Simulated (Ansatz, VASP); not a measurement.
**HfBr2 in VASP and in Ansatz**

Contents of INCAR:

```
SYSTEM = HfBr2
  PREC = Accurate
  ENCUT = 520
  EDIFF = 1E-6
  ISMEAR = 0
  SIGMA = 0.1
  LREAL = .FALSE.
  LASPH = .TRUE.
  NELM = 80
  ALGO = Normal
  ISIF = 2
  LWAVE = .FALSE.
  LCHARG = .TRUE.
  GGA = PE
  LELF = .TRUE.
  LVHAR = .TRUE.
  NBANDS = 19
```

File KPOINTS:

```
regular mesh
0
G
  6 6 4
  0 0 0
```

File POSCAR:

```
HfBr2
1.0
    4.0905199900      0.0000000000      0.0000000000
   -2.0452599900      3.5424942300      0.0000000000
    0.0000000000      0.0000000000      6.4587059700
Hf Br
1 2
Direct
    0.0000000000      0.0000000000      0.5000000000
    0.0000000000      0.0000000000      0.8086892500
    0.0000000000      0.0000000000      0.1913107500
```

Input for Ansatz:

```yaml
crystal:
  lattice:
    - [4.09051999, 0.0, 0.0]
    - [-2.04525999, 3.54249423, 0.0]
    - [0.0, 0.0, 6.45870597]
  atoms:
    - { symbol: Hf, position: [0.0, 0.0, 0.5] }
    - { symbol: Br, position: [0.0, 0.0, 0.80868925] }
    - { symbol: Br, position: [0.0, 0.0, 0.19131075] }
basis:
  ecutwfc: 420
kpoints:
  mp_grid: { grid: [6, 6, 4] }
hamiltonian:
  xc: pbe
scf:
  occupations: { method: gaussian, width: 0.1 }
  lower_state_search: "off"
output:
  forces: true
  stress: true
  eigenvalues: true
```

Alike in both runs: task single point; functional PBE; k mesh 6 × 6 × 4; occupations gaussian, width 0.1 eV; no spin polarisation.

|  | VASP | Ansatz |
| --- | --- | --- |
| version | VASP 6.6.1 | Ansatz 0.2.0 |
| potentials or method | VASP PAW PBE potentials, release 64 (Hf_pv, Br), cutoff 520 eV | scalar-relativistic, plane waves, PAW |
| valence electrons in the cell | 24 | 40 |

Ansatz gave:

```
gap on the k mesh at the Fermi level (eV) : none
rms of the force components (eV/Å)        : 5.987
```

**Question.** Which values does VASP return?

**Answer.** gap on the k mesh at the Fermi level (eV): none; rms of the force components (eV/Å): 6.038.

Atom by atom the forces differ by 0.050 eV/Å (rms over components). A gap of «none» marks a metal or a gap that the smearing closes. VASP's potentials hold 24 valence electrons a cell and Ansatz's 40, so a difference there can come from the potentials and not from the codes.

Spin-orbit coupling is off throughout.
